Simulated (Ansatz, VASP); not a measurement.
## IrO2: VASP beside Ansatz

```
Ir O
1.0
     4.47155    0.00000    0.00000
     0.00000    4.47155    0.00000
     0.00000    0.00000    3.15354
Ir O
2 4
Direct
  0.50000 0.50000 0.50000
  0.00000 0.00000 0.00000
  0.69122 0.69122 0.00000
  0.80878 0.19122 0.50000
  0.30878 0.30878 0.00000
  0.19122 0.80878 0.50000
```

Alike in both runs: functional PBEsol; k mesh 8 × 8 × 12; occupations gaussian, width 0.1 eV; no spin polarisation.

Ansatz relaxed the structure, and its values are those at the end. VASP's run is a single point on that final structure, the one shown.

```csv
,VASP,Ansatz
version,VASP 6.6.1,Ansatz 0.2.0
potentials or method,"VASP PAW PBE potentials, release 64 (Ir, O), cutoff 600 eV","scalar-relativistic, plane waves, PAW"
valence electrons in the cell,42,58
```

```tsv
	VASP	Ansatz	Ansatz less VASP
gap on the k mesh at the Fermi level (eV)	none	none	-
pressure (GPa)	2.8	0.0	-2.79
```

VASP's potentials were made for PBE, not for PBEsol. A gap of «none» marks a metal or a gap that the smearing closes. VASP's potentials hold 42 valence electrons a cell and Ansatz's 58, so a difference there can come from the potentials and not from the codes.

Neither program's run includes spin-orbit coupling.
